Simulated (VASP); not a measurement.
A run of VASP 6.6.1:

The input INCAR:

```
SYSTEM = TlSnCl3
ALGO     = Normal         ! electronic algorithm
EDIFF    = 1E-8           ! SCF threshold, eV
ENCUT    = 520            ! plane-wave cutoff, eV
GGA      = PE             ! functional
ISIF     = 2              ! what is computed and relaxed
ISMEAR   = 0              ! smearing method
LASPH    = .TRUE.         ! aspherical terms in the spheres
LCHARG   = .FALSE.        ! write CHGCAR
LEPSILON = .TRUE.         ! dielectric tensor by DFPT
LREAL    = .FALSE.        ! projectors in reciprocal space
LWAVE    = .FALSE.        ! write WAVECAR
NELM     = 100            ! most SCF steps
PREC     = Accurate       ! precision mode
SIGMA    = 0.01           ! smearing width, eV
```

The input KPOINTS:

```
k-points
0
G
  4 4 4
  0 0 0
```

The input POSCAR:

```
TlSnCl3
1.0
    5.5173601512      0.0000000000      0.0000000000
    0.0000000000      5.5173601512      0.0000000000
    0.0000000000      0.0000000000      5.5173601512
Tl Sn Cl
1 1 3
Direct
    0.0000000000      0.0000000000      0.0000000000
    0.5000000000      0.5000000000      0.5000000000
    0.5000000000      0.5000000000      0.0000000000
    0.5000000000      0.0000000000      0.5000000000
    0.0000000000      0.5000000000      0.5000000000
```

Potentials or basis: VASP PAW PBE potentials, release 64 (Tl_d, Sn_d, Cl).

Command:

```bash
$ cat potpaw_PBE.64/Tl_d/POTCAR potpaw_PBE.64/Sn_d/POTCAR potpaw_PBE.64/Cl/POTCAR > POTCAR
$ mpirun -np 1 vasp_std > vasp.out
```

Hardware: 1 thread of AMD EPYC 9R45 96-Core Processor (Zen 5), on a shared host.

**Question.** Estimate the wall time of this run.

**Answer.** Wall time 8.1 min on 1 thread of AMD EPYC 9R45 96-Core Processor (Zen 5), on a shared host, peak memory 0.44 GiB. Counts: scf iterations 172, k points 10.
